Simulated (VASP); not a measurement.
# CdTe (zincblende type): single point with PBE

The system is CdTe (zincblende type).

```
Cd Te
1.0
     0.00000    3.24041    3.24041
     3.24041    0.00000    3.24041
     3.24041    3.24041    0.00000
Cd Te
1 1
Direct
  0.00000 0.00000 0.00000
  0.25000 0.25000 0.25000
```

This cell differs from its parent crystal: volume scaled by 0.94.

- Program: VASP 6.6.1
- Task: single point
- Functional: PBE
- Potentials or basis: VASP PAW PBE potentials, release 64 (Cd, Te)
- Cutoff: 520 eV
- k mesh: 11 × 11 × 11
- Occupations: fermi-dirac, width 0.08 eV
- Spin: no spin polarisation
- Dipole correction: no
- Further INCAR settings: ALGO = Normal; EDIFF = 1e-06; NBANDS = 16

- Pressure: 2.7 GPa
- Band gap on the k mesh: 0.77 eV, direct

Levels at points of the mesh, in eV from the valence-band top:
| k point | band 7 | band 8 | band 9 | band 10 | band 11 | band 12 |
| --- | --- | --- | --- | --- | --- | --- |
| (0.00, 0.00, 0.00) | 0.00 | 0.00 | 0.00 | 0.77 | 4.60 | 4.60 |

It took 45 s on 1 thread of Intel(R) Xeon(R) Platinum 8488C (Sapphire Rapids) (shared host), peak memory 0.24 GiB.

Caveat: spin-orbit coupling is left out, which moves the levels of the heavy elements.
